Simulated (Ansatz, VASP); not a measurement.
# One calculation of Bi2Se3, two programs

```xyz
5
Lattice="2.0715 1.1960 9.5453 -2.0715 1.1960 9.5453 0.0000 -2.3920 9.5453" Properties=species:S:1:pos:R:3 pbc="T T T"
Bi    0.0000    0.0000   17.1587
Bi    0.0000    0.0000   11.4773
Se    0.0000    0.0000   22.5738
Se    0.0000    0.0000    6.0622
Se    0.0000    0.0000    0.0000
```

Alike in both runs: task single point; functional LDA; k mesh 7 × 7 × 7; occupations fermi-dirac, width 0.1 eV; no spin polarisation.

|  | VASP | Ansatz |
| --- | --- | --- |
| version | VASP 6.6.1 | Ansatz 0.2.0 |
| potentials or method | VASP PAW LDA potentials, release 64 (Bi_d, Se), cutoff 500 eV | scalar-relativistic, plane waves, PAW |
| valence electrons in the cell | 48 | 78 |

```csv
,VASP,Ansatz,Ansatz less VASP
rms of the force components (eV/Å),0.053,0.046,-0.0076
```

LDA's correlation is that of Perdew and Zunger in VASP and of Perdew and Wang (1992) in Ansatz. Atom by atom the forces differ by 0.013 eV/Å (rms over components). VASP's potentials hold 48 valence electrons a cell and Ansatz's 78, so a difference there can come from the potentials and not from the codes.

Neither program's run includes spin-orbit coupling.
